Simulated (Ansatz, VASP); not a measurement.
BH3C18 in VASP and in Ansatz

```
C B H
1.0
     7.39800    0.00000    0.00000
    -3.69900    6.40686    0.00000
     0.00000    0.00000   12.00000
C B H
18 1 3
Direct
  0.99442 0.98261 0.07121
  0.21769 0.09421 0.06807
  0.99443 0.31670 0.06672
  0.21713 0.42804 0.06656
  0.99510 0.64974 0.06657
  0.21648 0.76050 0.06635
  0.32793 0.98336 0.06651
  0.55053 0.09483 0.06605
  0.32857 0.31663 0.06670
  0.54987 0.42709 0.06619
  0.32775 0.64927 0.06614
  0.55040 0.76057 0.06634
  0.66174 0.98329 0.06652
  0.88282 0.09414 0.06810
  0.66107 0.31591 0.06629
  0.88358 0.42716 0.06621
  0.66102 0.64981 0.06657
  0.88349 0.76075 0.06818
  0.98998 0.97457 0.28868
  0.80305 0.88060 0.29288
  0.08380 0.88147 0.29305
  0.08292 0.16134 0.29473
```

Alike in both runs: functional PBE; k mesh 2 × 2 × 1; occupations fermi-dirac, width 0.05 eV; no spin polarisation.

Ansatz relaxed the structure, and its values are those at the end. VASP's run is a single point on that final structure, the one shown.

|  | VASP | Ansatz |
| --- | --- | --- |
| version | VASP 6.6.1 | Ansatz 0.2.0 |
| potentials or method | VASP PAW PBE potentials, release 64 (C, B, H), cutoff 520 eV | scalar-relativistic, plane waves, PAW |
| valence electrons in the cell | 78 | 78 |

|  | VASP | Ansatz | Ansatz less VASP |
| --- | --- | --- | --- |
| rms of the force components (eV/Å) | 0.008 | 0.006 | -0.0018 |

With one functional, cell and mesh, what is left measures potentials, basis and numerics.

The k mesh is coarse, so the values compare programs but aren't converged.
